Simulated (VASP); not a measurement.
A run of VASP 6.6.1 is set up as follows.

INCAR

```
PREC = Accurate ; ENCUT = 520
EDIFF = 1E-6 ; ISMEAR = 0
SIGMA = 0.01 ; LREAL = F
LASPH = T ; NELM = 100
ALGO = Normal ; ISIF = 2
LWAVE = F ; LCHARG = F
GGA = PE ; NBANDS = 15
```

Contents of KPOINTS:

```
regular mesh
0
Gamma
  6 6 6
```

Contents of POSCAR:

```
KF
1.0
    0.0000000000      2.6589612452      2.6589612452
    2.6589612452      0.0000000000      2.6589612452
    2.6589612452      2.6589612452      0.0000000000
K F
1 1
Direct
    0.0000000000      0.0000000000      0.0000000000
    0.5000000000      0.5000000000      0.5000000000
```

Potentials or basis: VASP PAW PBE potentials, release 64 (K_sv, F).

Command:

```bash
$ cat potpaw_PBE.64/K_sv/POTCAR potpaw_PBE.64/F/POTCAR > POTCAR
$ mpirun -np 1 vasp_std > vasp.out
```

Problem. Estimate the band gap on the k mesh.

Solution. 6.24 eV, direct.

Problem. Estimate the pressure.

Solution. 2.0 GPa.

A hybrid or GW would open this gap; PBE tends to underestimate it.
